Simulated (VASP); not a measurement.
A run of VASP 6.6.1 is set up as follows.

INCAR

```
SYSTEM = CoPtO2
ALGO = Normal
EDIFF = 1E-6
EDIFFG = -0.01
ENCUT = 600
GGA = PE
IBRION = 2
ISIF = 4
ISMEAR = 0
LASPH = .TRUE.
LCHARG = .FALSE.
LREAL = .FALSE.
LWAVE = .FALSE.
NELM = 80
NSW = 50
PREC = Accurate
SIGMA = 0.1
```

The input KPOINTS:

```
k-points
0
G
  18 18 18
  0 0 0
```

File POSCAR:

```
CoPtO2
1.0
    1.3764573934      0.7946980466      5.8335035455
   -1.3764573934      0.7946980466      5.8335035455
    0.0000000000     -1.5893960932      5.8335035455
Co Pt O
1 1 2
Direct
    0.5000000000      0.5000000000      0.5000000000
    0.0000000000      0.0000000000      0.0000000000
    0.8882300223      0.8882300223      0.8882300223
    0.1117699777      0.1117699777      0.1117699777
```

Potentials or basis: VASP PAW PBE potentials, release 64 (Co, Pt, O).

The run is started by

```console
$ cat potpaw_PBE.64/Co/POTCAR potpaw_PBE.64/Pt/POTCAR potpaw_PBE.64/O/POTCAR > POTCAR
$ mpirun -np 1 vasp_std > vasp.out
```

Q: Estimate the band gap on the k mesh.

A: Zero (an odd number of electrons rules out a gap without spin polarisation).

Final structure:
```cif
data_structure
_symmetry_space_group_name_H-M 'P 1'
_symmetry_Int_Tables_number 1
_cell_length_a 6.0804
_cell_length_b 6.0804
_cell_length_c 6.0804
_cell_angle_alpha 26.084
_cell_angle_beta 26.084
_cell_angle_gamma 26.084
_cell_volume 38.29
loop_
_atom_site_label
_atom_site_type_symbol
_atom_site_fract_x
_atom_site_fract_y
_atom_site_fract_z
_atom_site_occupancy
Co1 Co 0.50000 0.50000 0.50000 1
Pt1 Pt 0.00000 0.00000 0.00000 1
O1 O 0.88863 0.88863 0.88863 1
O2 O 0.11137 0.11137 0.11137 1
```

Caveat: spin-orbit coupling is left out, which moves the levels of the heavy elements; an odd number of electrons without spin polarisation forces a metal; a magnetic or distorted state may lie lower; the run has no spin polarisation, though such a crystal can be magnetic; semilocal functionals often make such compounds metallic where correlation or magnetic order opens a gap, which also shifts bond lengths. With open d or f shells a metallic result of PBE can be an artefact of self-interaction; +U or a hybrid may open a gap.
